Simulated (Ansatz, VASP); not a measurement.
# Ga2Ge3O: VASP beside Ansatz

```xyz
6
Lattice="3.7564 0.0000 0.0000 0.0000 3.7564 0.0000 0.0000 0.0000 7.8689" Properties=species:S:1:pos:R:3 pbc="T T T"
Ga    0.0000    0.0000    0.6815
Ga    1.8782    1.8782    2.6681
Ge    0.0000    0.0000    5.9153
Ge    0.0000    0.0000    3.3151
Ge    1.8782    1.8782    6.5127
O     1.8782    1.8782    0.5795
```

Change from the starting cell: species swapped into the Dy2CuAg3 type (P4mm, No. 99).

Alike in both runs: functional PBE; k mesh 10 × 10 × 6; occupations gaussian, width 0.1 eV; no spin polarisation.

Ansatz relaxed the structure, and its values are those at the end. VASP's run is a single point on that final structure, the one shown.

|  | VASP | Ansatz |
| --- | --- | --- |
| version | VASP 6.6.1 | Ansatz 0.2.0 |
| potentials or method | VASP PAW PBE potentials, release 64 (Ga_d, Ge_d, O), cutoff 520 eV | scalar-relativistic, plane waves, PAW |
| valence electrons in the cell | 74 | 74 |

Ansatz gave:

| Quantity | Value |
| --- | --- |
| gap on the k mesh at the Fermi level (eV) | none |
| pressure (GPa) | 0.0 |
| rms of the force components (eV/Å) | 0.000 |

**Question.** Estimate VASP's values.

**Answer.** gap on the k mesh at the Fermi level (eV): none; pressure (GPa): 0.1; rms of the force components (eV/Å): 0.011.

A gap of «none» marks a metal or a gap that the smearing closes.
